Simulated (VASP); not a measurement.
Li, 2 atoms in the cell. It takes space group C2/c (No. 15, monoclinic). Conventional cell: a = 3.053 Å, b = 5.272 Å, c = 5.028 Å, α = 90.00°, β = 90.28°, γ = 90.00°. Within 4.0 Å of Li (site symmetry 2) lie 12 Li at 3.05 to 3.07 Å. This isn't the form of Li at room conditions, which is bcc.

```yaml
Program: VASP 6.6.1
Task: single point
Functional: PBE
Potentials_or_basis: VASP PAW PBE potentials, release 64 (Li_sv)
Cutoff: 520 eV
k_mesh: 20 × 20 × 12
Occupations: gaussian, width 0.1 eV
Spin: no spin polarisation
Dipole_correction: no
Further_INCAR_settings: ALGO = Fast; EDIFF = 1e-06; NBANDS = 10
```

Potentials or basis: VASP PAW PBE potentials, release 64 (Li_sv).

Launch:

```sh
$ cat potpaw_PBE.64/Li_sv/POTCAR > POTCAR
$ mpirun -np 1 vasp_std > vasp.out
```

Hardware: 1 thread of Intel(R) Xeon(R) 6975P-C (Granite Rapids) (shared host).

Problem. How long does it take, and how much memory?

Solution. Wall time 3.3 min on 1 thread of Intel(R) Xeon(R) 6975P-C (Granite Rapids) (shared host), peak memory 0.45 GiB. Counts: scf iterations 12, k points 1272.
